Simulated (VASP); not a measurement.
Crystal: Cd.

```xyz
2
Lattice="2.9789 0.0000 0.0000 -1.4894 2.5798 0.0000 0.0000 0.0000 5.6177" Properties=species:S:1:pos:R:3 pbc="T T T"
Cd    0.0000    1.7199    1.4044
Cd    1.4894    0.8599    4.2132
```

| Item | Value |
| --- | --- |
| Program | VASP 6.6.1 |
| Task | relaxation of cell and atoms |
| Functional | LDA |
| Potentials or basis | VASP PAW LDA potentials, release 64 (Cd_sv_GW) |
| Cutoff | 630 eV |
| k mesh | 8 × 8 × 4 |
| Occupations | gaussian, width 0.02 eV |
| Spin | no spin polarisation |

At the start: pressure -4.4 GPa; volume 21.59 Å³/atom.

Problem. Where does the relaxation end?

Solution. Over 9 steps the energy falls by 31.8 meV/atom and the volume is 19.86 Å³/atom (-8.0 %); space group P6_3/mmc (No. 194, to 0.1 Å) before and after.

Step by step:
```csv
step,energy change (eV),largest force (eV/Å),pressure (GPa),volume (Å³)
1,0.0000,0.0000,-4.35,43.17
2,-0.0474,0.0000,1.10,39.61
3,-0.0482,0.0000,0.36,40.01
4,-0.0552,0.0000,0.12,39.92
5,-0.0600,0.0000,-0.16,39.83
6,-0.0617,0.0000,-0.34,39.64
7,-0.0622,0.0000,-0.19,39.65
8,-0.0634,0.0000,-0.19,39.74
9,-0.0635,0.0000,-0.20,39.72
```

Final structure:
```cif
data_structure
_symmetry_space_group_name_H-M 'P 1'
_symmetry_Int_Tables_number 1
_cell_length_a 2.9616
_cell_length_b 2.9616
_cell_length_c 5.2296
_cell_angle_alpha 90.000
_cell_angle_beta 90.000
_cell_angle_gamma 120.000
_cell_volume 39.72
loop_
_atom_site_label
_atom_site_type_symbol
_atom_site_fract_x
_atom_site_fract_y
_atom_site_fract_z
_atom_site_occupancy
Cd1 Cd 0.33333 0.66667 0.25000 1
Cd2 Cd 0.66667 0.33333 0.75000 1
```
